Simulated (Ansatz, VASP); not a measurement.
One calculation of Mo, two programs

The input INCAR:

```
  PREC = Accurate
  ENCUT = 600
  EDIFF = 1E-7
  ISMEAR = 0
  SIGMA = 0.1
  LREAL = F
  LASPH = T
  NELM = 60
  ALGO = Normal
  ISIF = 3
  LWAVE = F
  LCHARG = F
  GGA = PE
  IBRION = 2
  NSW = 90
  EDIFFG = -0.04
```

The input KPOINTS:

```
regular mesh
0
Gamma
  8 8 8
```

Contents of POSCAR:

```
Mo
1.0
   -1.5791775717      1.5791775717      1.5791775717
    1.5791775717     -1.5791775717      1.5791775717
    1.5791775717      1.5791775717     -1.5791775717
Mo
1
Direct
    0.0000000000      0.0000000000      0.0000000000
```

Input for Ansatz:

```yaml
crystal:
  lattice:
    - [-1.5791775717, 1.5791775717, 1.5791775717]
    - [1.5791775717, -1.5791775717, 1.5791775717]
    - [1.5791775717, 1.5791775717, -1.5791775717]
  atoms:
    - { symbol: Mo, position: [0.0, 0.0, 0.0] }
basis:
  ecutwfc: 420
kpoints:
  mp_grid: { grid: [8, 8, 8] }
hamiltonian:
  xc: pbe
scf:
  occupations: { method: gaussian, width: 0.1 }
  lower_state_search: "off"
output:
  forces: true
  stress: true
  eigenvalues: true
relax:
  adjacent_minimum: "off"
  f_tol: 0.04
  max_steps: 70
  cell: { stress_tol: 0.4 }
```

Alike in both runs: task relaxation of cell and atoms; functional PBE; k mesh 8 × 8 × 8; occupations gaussian, width 0.1 eV; no spin polarisation.

```csv
,VASP,Ansatz
version,VASP 6.6.1,Ansatz 0.2.0
potentials or method,"VASP PAW PBE potentials, release 64 (Mo_sv), cutoff 600 eV","scalar-relativistic, plane waves, PAW"
valence electrons in the cell,14,14
```

```csv
,VASP,Ansatz,Ansatz less VASP
"gap on the k mesh at the Fermi level, each at its own relaxed structure (eV)",none,none,-
relaxed volume (Å³/atom),15.85,15.83,-0.023
relaxed cell length with the largest relative difference (Å),2.741,2.740,-0.0013
```

A gap of «none» marks a metal or a gap that the smearing closes.
